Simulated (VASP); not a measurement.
# NiO (Fm-3m) in VASP: a series of runs

NiO is run at these levels: PBE; tasks: single point.

Program: VASP 6.6.1. These are calculated values, not measurements. Logs are shortened: lines on timing, memory, paths and dates and some standing lists are left out, and cuts for length are marked.

**Experimental background.**

“Local correlations, non-local screening, multiplets, and band formation in NiO”, 2012, arxiv:1210.6675 quotes, for a bulk crystal of NiO: band gap 4.3 eV.

How close the calculation comes is told below.

**1. The cell of the first run**

The structure is cubic, space group Fm-3m (No. 225). The conventional cell has a = 4.103 Å, b = 4.103 Å, c = 4.103 Å, α = 90.00°, β = 90.00°, γ = 90.00°. Within 2.7 Å of Ni (site symmetry m-3m) lie 6 O at 2.05 Å. O (site symmetry m-3m) has 6 Ni at 2.05 Å within 2.7 Å.

**2. Single point, PBE (volume scaled by 0.960)**

File INCAR:

```
SYSTEM = NiO
PREC = Accurate
ENCUT = 520
EDIFF = 1E-6
ISMEAR = 0
SIGMA = 0.05
LREAL = .False.
LASPH = .True.
NELM = 80
ALGO = Normal
ISIF = 2
LWAVE = .False.
LCHARG = .False.
GGA = PE
NBANDS = 15
```

File KPOINTS:

```
regular mesh
0
Gamma
  14 14 14
  0 0 0
```

File POSCAR:

```
NiO
1.0
    0.0000000000      2.0515235726      2.0515235726
    2.0515235726      0.0000000000      2.0515235726
    2.0515235726      2.0515235726      0.0000000000
Ni O
1 1
Direct
    0.0000000000      0.0000000000      0.0000000000
    0.5000000000      0.5000000000      0.5000000000
```

Potentials or basis: VASP PAW PBE potentials, release 64 (Ni, O).

Started as:

```bash
$ cat potpaw_PBE.64/Ni/POTCAR potpaw_PBE.64/O/POTCAR > POTCAR
$ mpirun -np 1 vasp_std > vasp.out
```

OUTCAR:

```text
SYSTEM = NiO
   PREC = Accurate
   ENCUT = 520
   EDIFF = 1E-6
   ISMEAR = 0
   LREAL = .False.
   LASPH = .True.
   NELM = 80
   ISIF = 2
   GGA = PE

 ion  position               nearest neighbor table
   1  0.000  0.000  0.000-   2 2.05   2 2.05   2 2.05   2 2.05   2 2.05   2 2.05
   2  0.500  0.500  0.500-   1 2.05   1 2.05   1 2.05   1 2.05   1 2.05   1 2.05

  LATTYP: Found a face centered cubic cell.
 ALAT       =     4.1030471452

  Lattice vectors:

 A1 = (   0.0000000000,   2.0515235726,   2.0515235726)
 A2 = (   2.0515235726,   0.0000000000,   2.0515235726)
 A3 = (   2.0515235726,   2.0515235726,   0.0000000000)

Analysis of symmetry for initial positions (statically):
=====================================================================
 Subroutine PRICEL returns:
 Original cell was already a primitive cell.

 Routine SETGRP: Setting up the symmetry group for a
 face centered cubic supercell.

 Subroutine GETGRP returns: Found 48 space group operations
 (whereof 48 operations were pure point group operations)
 out of a pool of 48 trial point group operations.

The static configuration has the point symmetry O_h .

Analysis of symmetry for dynamics (positions and initial velocities):
=====================================================================
 Subroutine PRICEL returns:
 Original cell was already a primitive cell.

 Routine SETGRP: Setting up the symmetry group for a
 face centered cubic supercell.

 Subroutine GETGRP returns: Found 48 space group operations
 (whereof 48 operations were pure point group operations)
 out of a pool of 48 trial point group operations.

The dynamic configuration has the point symmetry O_h .

 Subroutine INISYM returns: Found 48 space group operations
 (whereof 48 operations are pure point group operations),
 and found     1 'primitive' translations

----------------------------------------------------------------------------------------

                                     Primitive cell

  volume of cell :      17.2687

  direct lattice vectors                    reciprocal lattice vectors
     0.000000000  2.051523573  2.051523573    -0.243721304  0.243721304  0.243721304
     2.051523573  0.000000000  2.051523573     0.243721304 -0.243721304  0.243721304
     2.051523573  2.051523573  0.000000000     0.243721304  0.243721304 -0.243721304

  length of vectors
     2.901292460  2.901292460  2.901292460     0.422137681  0.422137681  0.422137681

  position of ions in fractional coordinates (direct lattice)
     0.000000000  0.000000000  0.000000000
     0.500000000  0.500000000  0.500000000

  ion indices of the primitive-cell ions
   primitive index   ion index
                 1           1
                 2           2

----------------------------------------------------------------------------------------

 KPOINTS: regular mesh

Automatic generation of k-mesh.
 Grid dimensions read from file:
 generate k-points for:   14   14   14

 Generating k-lattice:

  Cartesian coordinates                     Fractional coordinates (reciprocal lattice)
    -0.017408665  0.017408665  0.017408665     0.071428571  0.000000000  0.000000000
     0.017408665 -0.017408665  0.017408665     0.000000000  0.071428571  0.000000000
     0.017408665  0.017408665 -0.017408665     0.000000000  0.000000000  0.071428571

  Length of vectors
     0.030152692  0.030152692  0.030152692

  Shift w.r.t. Gamma in fractional coordinates (k-lattice)
     0.000000000  0.000000000  0.000000000

 Subroutine IBZKPT returns following result:
 ===========================================

 Found    104 irreducible k-points:

 Following reciprocal coordinates:
            Coordinates               Weight
  0.000000  0.000000  0.000000      1.000000
  0.071429  0.000000  0.000000      8.000000
  0.142857  0.000000  0.000000      8.000000
  0.214286  0.000000  0.000000      8.000000
  0.285714  0.000000  0.000000      8.000000
  0.357143  0.000000  0.000000      8.000000
[... 16 lines left out ...]
  0.214286  0.142857  0.000000     24.000000
  0.285714  0.142857  0.000000     24.000000
 [... further k-points ...]
   k-points           NKPTS =    104   k-points in BZ     NKDIM =    104   number of bands    NBANDS=     15
   number of dos      NEDOS =    301   number of ions     NIONS =      2
   total plane-waves  NPLWV =  13824
   dimension x,y,z NGX =    24 NGY =   24 NGZ =   24
   dimension x,y,z NGXF=    48 NGYF=   48 NGZF=   48
   ions per type =               1   1
   NGX,Y,Z   is equivalent  to a cutoff of  13.75, 13.75, 13.75 a.u.
   NGXF,Y,Z  is equivalent  to a cutoff of  27.50, 27.50, 27.50 a.u.
 SYSTEM =  NiO
   PREC   = accura    normal or accurate (medium, high low for compatibility)
   ISTART =      0    job   : 0-new  1-cont  2-samecut
   ICHARG =      2    charge: 1-file 2-atom 10-const
   ISPIN  =      1    spin polarized calculation?
   LNONCOLLINEAR =      F non collinear calculations
   LSORBIT =      F    spin-orbit coupling
   LASPH  =      T    aspherical Exc in radial PAW
   ENCUT  =  520.0 eV  38.22 Ry    6.18 a.u.   5.39  5.39  5.39*2*pi/ulx,y,z
   NELM   =     80;   NELMIN=  2; NELMDL= -5     # of ELM steps
   EDIFF  = 0.1E-05   stopping-criterion for ELM
   LREAL  =      F    real-space projection
   EDIFFG = 0.1E-04   stopping-criterion for IOM
   NSW    =      0    number of steps for IOM
   IBRION =     -1    ionic relax: 0-MD 1-quasi-New 2-CG
   NFREE  =      0    steps in history (QN), initial steepest desc. (CG)
   ISIF   =      2    stress and relaxation
   ISYM   =      2    0-nonsym 1-usesym 2-fastsym
   POTIM  = 0.5000    time-step for ionic-motion
   TEBEG  =    0.0;   TEEND  =   0.0 temperature during run
   PSTRESS=    0.0 pullay stress
   NELECT =      16.0000    total number of electrons
   NUPDOWN=      -1.0000    fix difference up-down
   EMIN   =  10.00;   EMAX   =-10.00  energy-range for DOS
   EFERMI =   0.00;   METHOD = LEGACY
   ISMEAR =     0;   SIGMA  =   0.05  broadening in eV -4-tet -1-fermi 0-gaus
   EFERMI_NEDOS =   21; number of points for ismear=-14 and -15
   IALGO  =     38    algorithm
   IMIX   =      4    mixing-type and parameters
     AMIX     =   0.40;   BMIX     =  1.00
     AMIX_MAG =   1.60;   BMIX_MAG =  1.00
  volume/ion in A,a.u.               =       8.63        58.27
  Fermi-wavevector in a.u.,A,eV,Ry     =   1.595983  3.015971 34.656248  2.547162
  Thomas-Fermi vector in A             =   2.693817
   LORBIT       =      0    0 simple, 1 ext, 2 COOP (PROOUT), +10 PAW based schemes
   GGA     = PE    functional components
   LHFCALC =     F    Hartree Fock is set to
   AEXX    =    0.0000 exact exchange contribution
   IVDW    =     0    specifies the selected vdW correction
   LEPSILON=     F    determine dielectric tensor
   LRPA    =     F    only Hartree local field effects (RPA)
 non-spin polarized calculation
 Gauss-broadening in eV      SIGMA  =   0.05
  energy-cutoff  :      520.00
  volume of cell :       17.27
 maximum number of plane-waves:       487
 NGX is ok and might be reduce to    24
   NGX = 11   NGY = 11   NGZ = 11

 number of electron      15.9999990 magnetization

 Free energy of the ion-electron system (eV)
  ---------------------------------------------------
  ext. energy  EPLUGINS =         0.00000000
  ---------------------------------------------------
  free energy    TOTEN  =       -11.35852053 eV

  energy without entropy =      -11.35537285  energy(sigma->0) =      -11.35694669

 E-fermi :   8.6579     XC(G=0): -13.0012

 val. band max:        8.6480034920   @ k =  -0.4286   0.2857   0.0714
 cond. band min:       8.6662123663   @ k =  -0.3571   0.2857   0.1429
 fundamental gap:      0.0182088743
 Fermi energy:         8.6578881734

 k-point     1 :       0.0000    0.0000    0.0000
  band No.  band energies     occupation
      1     -12.2830      2.00000
      2       5.3517      2.00000
      3       5.3517      2.00000
      4       5.3517      2.00000
      5       6.6493      2.00000
      6       6.6493      2.00000
      7       6.6493      2.00000
      8       7.0138      2.00000
      9       7.0138      2.00000
     10      10.6150      0.00000
     11      26.6835      0.00000
     12      28.1871      0.00000
     13      28.1871      0.00000
     14      28.1871      0.00000
     15      32.2064      0.00000

 k-point     2 :       0.0714    0.0000    0.0000
  band No.  band energies     occupation
      1     -12.2203      2.00000
      2       4.8673      2.00000
      3       5.0624      2.00000
      4       5.0624      2.00000
      5       6.7116      2.00000
      6       6.7117      2.00000
      7       6.7935      2.00000
      8       7.3074      2.00000
      9       7.3074      2.00000
     10      10.9745      0.00000
     11      25.5065      0.00000
     12      28.0304      0.00000
     13      28.0305      0.00000
     14      28.8581      0.00000
     15      31.6163      0.00000

 k-point     3 :       0.1429    0.0000    0.0000
  band No.  band energies     occupation
      1     -12.0386      2.00000
      2       3.8612      2.00000
      3       4.5173      2.00000
      4       4.5173      2.00000
      5       6.8372      2.00000
      6       6.8372      2.00000
      7       6.9997      2.00000
      8       7.9167      2.00000
      9       7.9167      2.00000
     10      11.8309      0.00000
     11      23.7263      0.00000
     12      27.3768      0.00000
     13      27.3768      0.00000
     14      29.3974      0.00000
     15      31.1123      0.00000

 k-point     4 :       0.2143    0.0000    0.0000
  band No.  band energies     occupation
      1     -11.7620      2.00000
      2       2.7336      2.00000
      3       3.9743      2.00000
      4       3.9743      2.00000
      5       7.0099      2.00000
      6       7.0099      2.00000
      7       7.2060      2.00000
      8       8.5703      1.98671
      9       8.5704      1.98670
     10      12.8285      0.00000
     11      22.0363      0.00000
     12      26.2538      0.00000
     13      26.2538      0.00000
     14      29.7210      0.00000
     15      31.3784      0.00000
[... 307 lines left out ...]
 k-point    22 :       0.1429    0.1429    0.0000
  band No.  band energies     occupation
      1     -11.9671      2.00000
      2       3.3001      2.00000
      3       4.7578      2.00000
      4       4.7578      2.00000
      5       6.4393      2.00000
      6       7.0937      2.00000
      7       7.3027      2.00000
      8       7.3027      2.00000
      9       8.0340      2.00000
     10      12.3802      0.00000
     11      24.1004      0.00000
     12      26.6844      0.00000
     13      26.6844      0.00000
     14      26.7442      0.00000
     15      32.4106      0.00000

 k-point    23 :       0.2143    0.1429    0.0000
  band No.  band energies     occupation
      1     -11.7732      2.00000
      2       2.6731      2.00000
      3       4.3500      2.00000
      4       4.4467      2.00000
      5       6.4495      2.00000
      6       7.1621      2.00000
      7       7.4643      2.00000
      8       7.6549      2.00000
      9       8.3810      2.00000
     10      13.2039      0.00000
     11      23.0639      0.00000
     12      24.9437      0.00000
     13      26.1903      0.00000
     14      27.1128      0.00000
     15      33.3426      0.00000

 k-point    24 :       0.2857    0.1429    0.0000
  band No.  band energies     occupation
      1     -11.5055      2.00000
      2       2.0039      2.00000
      3       3.7478      2.00000
      4       4.0141      2.00000
      5       6.5993      2.00000
      6       7.3199      2.00000
      7       7.6005      2.00000
      8       8.1314      2.00000
      9       8.8669      0.00000
     10      14.0747      0.00000
     11      21.6266      0.00000
     12      23.6760      0.00000
     13      25.5492      0.00000
     14      27.9586      0.00000
     15      33.6836      0.00000

 [... further k-points ...]

------------------------ aborting loop because EDIFF is reached ----------------------------------------

  FORCE on cell =-STRESS in cart. coord.  units (eV):
  Direction    XX          YY          ZZ          XY          YZ          ZX
  --------------------------------------------------------------------------------------
  -------------------------------------------------------------------------------------
  Total        1.0157023      1.0157023      1.0157023      0.0000000      0.0000000      0.0000000
  in kB       94.2361362     94.2361362     94.2361362      0.0000000      0.0000000      0.0000000
  external PRESSURE =      94.2361362 kB  Pullay stress =       0.0000000 kB

 VOLUME and BASIS-vectors are now :
 -----------------------------------------------------------------------------
  energy-cutoff  :      520.00
  volume of cell :       17.27
      direct lattice vectors                 reciprocal lattice vectors
     0.000000000  2.051523573  2.051523573    -0.243721304  0.243721304  0.243721304
     2.051523573  0.000000000  2.051523573     0.243721304 -0.243721304  0.243721304
     2.051523573  2.051523573  0.000000000     0.243721304  0.243721304 -0.243721304

 POSITION                                       TOTAL-FORCE (eV/Angst)
 -----------------------------------------------------------------------------------
      0.00000      0.00000      0.00000        -0.000000      0.000000     -0.000000
      2.05152      2.05152      2.05152         0.000000     -0.000000      0.000000
 -----------------------------------------------------------------------------------
    total drift:                                0.000000     -0.000000     -0.000000

  FREE ENERGIE OF THE ION-ELECTRON SYSTEM (eV)
  ---------------------------------------------------
  free  energy   TOTEN  =       -11.3585205324 eV

  energy  without entropy=      -11.3553728536  energy(sigma->0) =      -11.35694669
```

Run time: 18 s. Hardware: 1 thread of Intel Xeon Platinum 8488C (Sapphire Rapids), shared host; peak memory 0.16 GiB.

Results:

| Item | Value |
| --- | --- |
| Free energy | -11.3585 eV |
| Pressure | 9.4 GPa |
| Band gap on the k mesh | zero (band 8 reaches 10.07 eV, above the bottom of band 9 at 7.01 eV) |

Caveat: the run has no spin polarisation, though such a crystal can be magnetic; semilocal functionals often make such compounds metallic where correlation or magnetic order opens a gap, which also shifts bond lengths. Spin polarisation is off, so any magnetic state and its effect on volume and gap are missing.

(Part 1 of 3 ends here.)
